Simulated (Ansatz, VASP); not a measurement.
**SbPb: VASP beside Ansatz**

```
CELL_PARAMETERS angstrom
0.00000 3.16124 3.16124
3.16124 0.00000 3.16124
3.16124 3.16124 0.00000
ATOMIC_POSITIONS crystal
Sb 0.50000 0.50000 0.50000
Pb 0.00000 0.00000 0.00000
```

Alike in both runs: task single point; functional LDA; k mesh 5 × 5 × 5; occupations methfessel-paxton of order 1, width 0.1 eV; no spin polarisation.

|  | VASP | Ansatz |
| --- | --- | --- |
| version | VASP 6.6.1 | Ansatz 0.2.0 |
| potentials or method | VASP PAW LDA potentials, release 64 (Sb_d_GW, Pb_d), cutoff 500 eV | plane waves, PAW |
| valence electrons in the cell | 29 | 29 |

```tsv
	VASP	Ansatz	Ansatz less VASP
gap on the k mesh at the Fermi level (eV)	none	none	-
pressure (GPa)	-2.6	-2.6	+0.01
```

LDA's correlation is that of Perdew and Zunger in VASP and of Perdew and Wang (1992) in Ansatz. A gap of «none» marks a metal or a gap that the smearing closes.

Neither program's run includes spin-orbit coupling.
